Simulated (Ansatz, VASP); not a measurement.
YCuAs: VASP beside Ansatz

INCAR

```
PREC     = Accurate       # precision mode
ENCUT    = 600            # plane-wave cutoff, eV
EDIFF    = 1E-6           # SCF threshold, eV
ISMEAR   = 0              # smearing method
SIGMA    = 0.1            # smearing width, eV
LREAL    = False          # projectors in reciprocal space
LASPH    = True           # aspherical terms in the spheres
NELM     = 60             # most SCF steps
ALGO     = Normal         # electronic algorithm
ISIF     = 3              # what is computed and relaxed
LWAVE    = False          # write WAVECAR
LCHARG   = False          # write CHGCAR
GGA      = PE             # functional
IBRION   = 2              # ionic algorithm
NSW      = 90             # ionic steps
EDIFFG   = -0.04          # ionic threshold
```

KPOINTS

```
Automatic mesh
0
Gamma
  4 4 4
```

POSCAR

```
YCuAs
1.0
    3.9776252972      0.0000000000      0.0000000000
    0.0000000000      3.9776252972      0.0000000000
    0.0000000000      0.0000000000      7.0001245549
Y Cu As
2 2 2
Direct
    0.5000000000      0.0000000000      0.2055000000
    0.0000000000      0.5000000000      0.7945000000
    0.5000000000      0.0000000000      0.6485000000
    0.0000000000      0.5000000000      0.3515000000
    0.0000000000      0.0000000000      0.0000000000
    0.5000000000      0.5000000000      0.0000000000
```

Input for Ansatz:

```yaml
crystal:
  lattice:
    - [3.9776252972, 0.0, 0.0]
    - [0.0, 3.9776252972, 0.0]
    - [0.0, 0.0, 7.0001245549]
  atoms:
    - { symbol: "Y", position: [0.5, 0.0, 0.2055] }
    - { symbol: "Y", position: [0.0, 0.5, 0.7945] }
    - { symbol: Cu, position: [0.5, 0.0, 0.6485] }
    - { symbol: Cu, position: [0.0, 0.5, 0.3515] }
    - { symbol: As, position: [0.0, 0.0, 0.0] }
    - { symbol: As, position: [0.5, 0.5, 0.0] }
basis:
  ecutwfc: 420
kpoints:
  mp_grid: { grid: [4, 4, 4] }
hamiltonian:
  xc: pbe
scf:
  occupations: { method: gaussian, width: 0.1 }
  lower_state_search: "off"
output:
  forces: true
  stress: true
  eigenvalues: true
relax:
  adjacent_minimum: "off"
  f_tol: 0.04
  max_steps: 70
  cell: { stress_tol: 0.4 }
```

Alike in both runs: task relaxation of cell and atoms; functional PBE; k mesh 4 × 4 × 4; occupations gaussian, width 0.1 eV; no spin polarisation.

|  | VASP | Ansatz |
| --- | --- | --- |
| version | VASP 6.6.1 | Ansatz 0.2.0 |
| potentials or method | VASP PAW PBE potentials, release 64 (Y_sv, Cu, As), cutoff 600 eV | scalar-relativistic, plane waves, PAW |
| valence electrons in the cell | 54 | 90 |

```tsv
	VASP	Ansatz	Ansatz less VASP
gap on the k mesh at the Fermi level, each at its own relaxed structure (eV)	none	none	-
relaxed volume (Å³/atom)	21.00	20.97	-0.024
relaxed length of the cell vector where the two differ most in proportion (Å)	8.962	8.991	+0.0297
```

A gap of «none» marks a metal or a gap that the smearing closes. VASP's potentials hold 54 valence electrons a cell and Ansatz's 90, so a difference there can come from the potentials and not from the codes.

The k mesh is coarse, so the values compare programs but aren't converged.
